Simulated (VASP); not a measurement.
# SnO in VASP: single point with PBE+D3(BJ)

Aim: the single point of SnO with PBE+D3(BJ).

Program: VASP 6.6.1. These are calculated values, not measurements. Logs are shortened: lines on timing, memory, paths and dates and some standing lists are left out, and cuts for length are marked.

### 1 The cell of the first run

The cell holds a slab with vacuum, 8 atoms: a = 3.820 Å, b = 3.820 Å, c = 22.226 Å, α = 90.00°, β = 90.00°, γ = 90.00°.

### 2 Single point, PBE+D3(BJ) (layers slid over each other)

INCAR reads:

```
SYSTEM = SnO
  ALGO = Normal
  DIPOL = 0.5 0.5 0.403
  EDIFF = 1E-6
  ENCUT = 520
  GGA = PE
  IDIPOL = 3
  ISIF = 2
  ISMEAR = 0
  IVDW = 12
  LASPH = .True.
  LCHARG = .False.
  LDIPOL = .True.
  LREAL = .False.
  LWAVE = .False.
  NBANDS = 50
  NELM = 80
  PREC = Accurate
  SIGMA = 0.05
```

KPOINTS reads:

```
k-points
0
Gamma
  7 7 1
  0 0 0
```

POSCAR reads:

```
SnO
1.0
    3.8201527579      0.0002954580      0.0000000000
   -0.0003145460      3.8201527564      0.0000000000
    0.0000000000      0.0000000000     22.2260749779
Sn O
4 4
Direct
    0.9999453016      0.9999453016      0.2024648978
    0.4999453016      0.4999453016      0.3087831520
    0.6249453016      0.9999453016      0.4977503900
    0.1249453016      0.4999453016      0.6040686442
    0.9999461181      0.4999461181      0.2556240249
    0.4999461181      0.9999461181      0.2556240249
    0.6249461181      0.4999461181      0.5509095171
    0.1249461181      0.9999461181      0.5509095171
```

Potentials or basis: VASP PAW PBE potentials, release 64 (Sn_d, O).

Launch:

```bash
$ cat potpaw_PBE.64/Sn_d/POTCAR potpaw_PBE.64/O/POTCAR > POTCAR
$ mpirun -np 1 vasp_std > vasp.out
```

OUTCAR:

```text
SYSTEM = SnO
   EDIFF = 1E-6
   ENCUT = 520
   GGA = PE
   ISIF = 2
   ISMEAR = 0
   IVDW = 12
   LASPH = .True.
   LREAL = .False.
   NELM = 80
   PREC = Accurate
 IVDW          = 12

 ion  position               nearest neighbor table
   1  1.000  1.000  0.202-   6 2.25   5 2.25   6 2.25   5 2.25   2 3.59   2 3.59   2 3.59   2 3.59

   2  0.500  0.500  0.309-   5 2.25   6 2.25   5 2.25   6 2.25   1 3.59   1 3.59   1 3.59   1 3.59

   3  0.625  1.000  0.498-   8 2.25   7 2.25   8 2.25   7 2.25   4 3.59   4 3.59   4 3.59   4 3.59

   4  0.125  0.500  0.604-   7 2.25   8 2.25   7 2.25   8 2.25   3 3.59   3 3.59   3 3.59   3 3.59

   5  1.000  0.500  0.256-   2 2.25   1 2.25   2 2.25   1 2.25
   6  0.500  1.000  0.256-   1 2.25   2 2.25   1 2.25   2 2.25
   7  0.625  0.500  0.551-   4 2.25   3 2.25   4 2.25   3 2.25
   8  0.125  1.000  0.551-   3 2.25   4 2.25   3 2.25   4 2.25

  LATTYP: Found a simple tetragonal cell.
 ALAT       =     3.8201527693
 C/A-ratio  =     5.8181115573

  Lattice vectors:

 A1 = (   3.8201527579,   0.0002954580,   0.0000000000)
 A2 = (  -0.0003145460,   3.8201527564,   0.0000000000)
 A3 = (   0.0000000000,   0.0000000000,  22.2260749779)

Analysis of symmetry for initial positions (statically):
=====================================================================
 Subroutine PRICEL returns:
 Original cell was already a primitive cell.

 Routine SETGRP: Setting up the symmetry group for a
 simple tetragonal supercell.

 Subroutine GETGRP returns: Found  4 space group operations
 (whereof  1 operations were pure point group operations)
 out of a pool of 16 trial point group operations.

The static configuration has the point symmetry C_1 .
 The point group associated with its full space group is C_2h.

Analysis of symmetry for dynamics (positions and initial velocities):
=====================================================================
 Subroutine PRICEL returns:
 Original cell was already a primitive cell.

 Routine SETGRP: Setting up the symmetry group for a
 simple tetragonal supercell.

 Subroutine GETGRP returns: Found  4 space group operations
 (whereof  1 operations were pure point group operations)
 out of a pool of 16 trial point group operations.

The dynamic configuration has the point symmetry C_1 .
 The point group associated with its full space group is C_2h.

 Subroutine INISYM returns: Found  4 space group operations
 (whereof  1 operations are pure point group operations),
 and found     1 'primitive' translations

----------------------------------------------------------------------------------------

                                     Primitive cell

  volume of cell :     324.3577

  direct lattice vectors                    reciprocal lattice vectors
     3.820152758  0.000295458  0.000000000     0.261769635  0.000021554  0.000000000
    -0.000314546  3.820152756  0.000000000    -0.000020246  0.261769635  0.000000000
     0.000000000  0.000000000 22.226074978     0.000000000  0.000000000  0.044992200

  length of vectors
     3.820152769  3.820152769 22.226074978     0.261769636  0.261769636  0.044992200

  position of ions in fractional coordinates (direct lattice)
     0.999945302  0.999945302  0.202464898
     0.499945302  0.499945302  0.308783152
     0.624945302  0.999945302  0.497750390
     0.124945302  0.499945302  0.604068644
     0.999946118  0.499946118  0.255624025
     0.499946118  0.999946118  0.255624025
     0.624946118  0.499946118  0.550909517
     0.124946118  0.999946118  0.550909517

  ion indices of the primitive-cell ions
   primitive index   ion index
                 1           1
                 2           2
                 3           3
                 4           4
                 5           5
                 6           6
                 7           7
                 8           8

----------------------------------------------------------------------------------------

 KPOINTS: k-points

Automatic generation of k-mesh.
 Grid dimensions read from file:
 generate k-points for:    7    7    1

 Generating k-lattice:

  Cartesian coordinates                     Fractional coordinates (reciprocal lattice)
     0.037395662  0.000003079  0.000000000     0.142857143  0.000000000  0.000000000
    -0.000002892  0.037395662  0.000000000     0.000000000  0.142857143  0.000000000
     0.000000000  0.000000000  0.044992200     0.000000000  0.000000000  1.000000000

  Length of vectors
     0.037395662  0.037395662  0.044992200

  Shift w.r.t. Gamma in fractional coordinates (k-lattice)
     0.000000000  0.000000000  0.000000000

 Subroutine IBZKPT returns following result:
 ===========================================

 Found     16 irreducible k-points:

 Following reciprocal coordinates:
            Coordinates               Weight
  0.000000  0.000000  0.000000      1.000000
  0.142857 -0.000000  0.000000      2.000000
  0.000000  0.142857  0.000000      2.000000
  0.285714 -0.000000  0.000000      2.000000
 -0.000000  0.285714  0.000000      2.000000
  0.428571 -0.000000  0.000000      2.000000
[... 8 lines left out ...]
 -0.285714  0.428571  0.000000      4.000000
  0.428571  0.428571  0.000000      4.000000
   k-points           NKPTS =     16   k-points in BZ     NKDIM =     16   number of bands    NBANDS=     50
   number of dos      NEDOS =    301   number of ions     NIONS =      8
   total plane-waves  NPLWV = 131712
   dimension x,y,z NGX =    28 NGY =   28 NGZ =  168
   dimension x,y,z NGXF=    56 NGYF=   56 NGZF=  336
   ions per type =               4   4
   NGX,Y,Z   is equivalent  to a cutoff of  12.19, 12.19, 12.57 a.u.
   NGXF,Y,Z  is equivalent  to a cutoff of  24.37, 24.37, 25.13 a.u.
 SYSTEM =  SnO
   PREC   = accura    normal or accurate (medium, high low for compatibility)
   ISTART =      0    job   : 0-new  1-cont  2-samecut
   ICHARG =      2    charge: 1-file 2-atom 10-const
   ISPIN  =      1    spin polarized calculation?
   LNONCOLLINEAR =      F non collinear calculations
   LSORBIT =      F    spin-orbit coupling
   LASPH  =      T    aspherical Exc in radial PAW
   ENCUT  =  520.0 eV  38.22 Ry    6.18 a.u.   7.10  7.10 41.33*2*pi/ulx,y,z
   NELM   =     80;   NELMIN=  2; NELMDL= -5     # of ELM steps
   EDIFF  = 0.1E-05   stopping-criterion for ELM
   LREAL  =      F    real-space projection
   EDIFFG = 0.1E-04   stopping-criterion for IOM
   NSW    =      0    number of steps for IOM
   IBRION =     -1    ionic relax: 0-MD 1-quasi-New 2-CG
   NFREE  =      0    steps in history (QN), initial steepest desc. (CG)
   ISIF   =      2    stress and relaxation
   ISYM   =      2    0-nonsym 1-usesym 2-fastsym
   POTIM  = 0.5000    time-step for ionic-motion
   TEBEG  =    0.0;   TEEND  =   0.0 temperature during run
   PSTRESS=    0.0 pullay stress
   NELECT =      80.0000    total number of electrons
   NUPDOWN=      -1.0000    fix difference up-down
   EMIN   =  10.00;   EMAX   =-10.00  energy-range for DOS
   EFERMI =   0.00;   METHOD = LEGACY
   ISMEAR =     0;   SIGMA  =   0.05  broadening in eV -4-tet -1-fermi 0-gaus
   EFERMI_NEDOS =   21; number of points for ismear=-14 and -15
   IALGO  =     38    algorithm
   IMIX   =      4    mixing-type and parameters
     AMIX     =   0.40;   BMIX     =  1.00
     AMIX_MAG =   1.60;   BMIX_MAG =  1.00
  volume/ion in A,a.u.               =      40.54       273.61
  Fermi-wavevector in a.u.,A,eV,Ry     =   1.026668  1.940121 14.341186  1.054047
  Thomas-Fermi vector in A             =   2.160573
   LORBIT       =      0    0 simple, 1 ext, 2 COOP (PROOUT), +10 PAW based schemes
   GGA     = PE    functional components
   LHFCALC =     F    Hartree Fock is set to
   AEXX    =    0.0000 exact exchange contribution
   IVDW    =    12    specifies the selected vdW correction
   LEPSILON=     F    determine dielectric tensor
   LRPA    =     F    only Hartree local field effects (RPA)
 non-spin polarized calculation
 Gauss-broadening in eV      SIGMA  =   0.05
  energy-cutoff  :      520.00
  volume of cell :      324.36
 maximum number of plane-waves:      8769
   NGX = 15   NGY = 15   NGZ = 83

 dipolmoment           0.000000      0.000000      0.000034 electrons x Angstroem

 number of electron      79.9999970 magnetization

 dipolmoment           0.000000      0.000000     -0.000003 electrons x Angstroem

 Free energy of the ion-electron system (eV)
  ---------------------------------------------------
  ext. energy  EPLUGINS =         0.00000000
  ---------------------------------------------------
  free energy    TOTEN  =       -45.17643413 eV

  energy without entropy =      -45.17643413  energy(sigma->0) =      -45.17643413

 E-fermi :   0.0608     XC(G=0):  -5.3219

 val. band max:       -0.2126764943   @ k =   0.1429  -0.0000   0.0000
 cond. band min:       2.3066542745   @ k =   0.4286  -0.0000   0.0000
 fundamental gap:      2.5193307688
 Fermi energy:         0.0608304869

 k-point     1 :       0.0000    0.0000    0.0000
  band No.  band energies     occupation
      1     -21.0557      2.00000
      2     -21.0557      2.00000
      3     -20.6951      2.00000
      4     -20.6951      2.00000
      5     -20.6574      2.00000
      6     -20.6572      2.00000
[... 42 lines left out ...]
     49       5.2026      0.00000
     50       5.2357      0.00000

 k-point     2 :       0.1429   -0.0000    0.0000
  band No.  band energies     occupation
      1     -21.0467      2.00000
      2     -21.0467      2.00000
      3     -20.6957      2.00000
      4     -20.6956      2.00000
      5     -20.6590      2.00000
      6     -20.6584      2.00000
[... 734 lines left out ...]
 k-point    16 :       0.4286    0.4286    0.0000
  band No.  band energies     occupation
      1     -20.9965      2.00000
      2     -20.9963      2.00000
      3     -20.9825      2.00000
      4     -20.9823      2.00000
      5     -20.6620      2.00000
      6     -20.6620      2.00000
[... 42 lines left out ...]
     49       6.1976      0.00000
     50       6.4193      0.00000

------------------------ aborting loop because EDIFF is reached ----------------------------------------

 vacuum level on the upper side and lower side of the slab       (xc-potential included)        -0.159        -0.156

 Edisp (eV)   -1.23825

 E8    (eV) :    -0.5476

  FORCE on cell =-STRESS in cart. coord.  units (eV):
  Direction    XX          YY          ZZ          XY          YZ          ZX
  --------------------------------------------------------------------------------------
  -------------------------------------------------------------------------------------
  Total       0.15972     0.22322    -0.16244    -0.00001     0.00001     0.09250
  in kB       0.78892     1.10262    -0.80239    -0.00003     0.00004     0.45690
  external pressure =        0.36 kB  Pullay stress =        0.00 kB

 VOLUME and BASIS-vectors are now :
 -----------------------------------------------------------------------------
  energy-cutoff  :      520.00
  volume of cell :      324.36
      direct lattice vectors                 reciprocal lattice vectors
     3.820152758  0.000295458  0.000000000     0.261769635  0.000021554  0.000000000
    -0.000314546  3.820152756  0.000000000    -0.000020246  0.261769635  0.000000000
     0.000000000  0.000000000 22.226074978     0.000000000  0.000000000  0.044992200

 POSITION                                       TOTAL-FORCE (eV/Angst)
 -----------------------------------------------------------------------------------
      3.81963      3.82024      4.50000        -0.001786     -0.000000     -0.081335
      1.90971      1.91002      6.86304        -0.006679     -0.000001      0.148106
      2.38707      3.82013     11.06304         0.006679      0.000001     -0.148106
      0.47715      1.90990     13.42607         0.001786      0.000000      0.081335
      3.81979      1.91017      5.68152        -0.011000     -0.000001      0.008780
      1.90956      3.82009      5.68152         0.003744      0.000000      0.008163
      2.38723      1.91006     12.24456        -0.003744     -0.000000     -0.008163
      0.47700      3.81998     12.24456         0.011000      0.000001     -0.008780
 -----------------------------------------------------------------------------------
    total drift:                               -0.013970     -0.013972     -0.000149

  FREE ENERGIE OF THE ION-ELECTRON SYSTEM (eV)
  ---------------------------------------------------
  free  energy   TOTEN  =       -46.4146867247 eV

  energy  without entropy=      -46.4146867247  energy(sigma->0) =      -46.41468672

 vacuum level on the upper side and lower side of the slab         4.786         4.790
```

It took 3.8 min on 1 thread of AMD EPYC 9R45 (Zen 5), shared host; peak memory 0.41 GiB.

What came out:

* Free energy: -46.4147 eV
* Largest force: 0.148 eV/Å
* Band gap on the k mesh: 2.52 eV (least direct gap 2.57 eV)
* Dispersion energy per atom: -0.155 eV

Forces on the atoms (eV/Å):
```
Sn  -0.002  0.000 -0.081
Sn  -0.007  0.000  0.148
Sn   0.007  0.000 -0.148
Sn   0.002  0.000  0.081
O   -0.011  0.000  0.009
O    0.004  0.000  0.008
O   -0.004  0.000 -0.008
O    0.011  0.000 -0.009
```

Caveat: the cell differs from its parent crystal (layers slid over each other); spin-orbit coupling is left out, which moves the levels of the heavy elements.
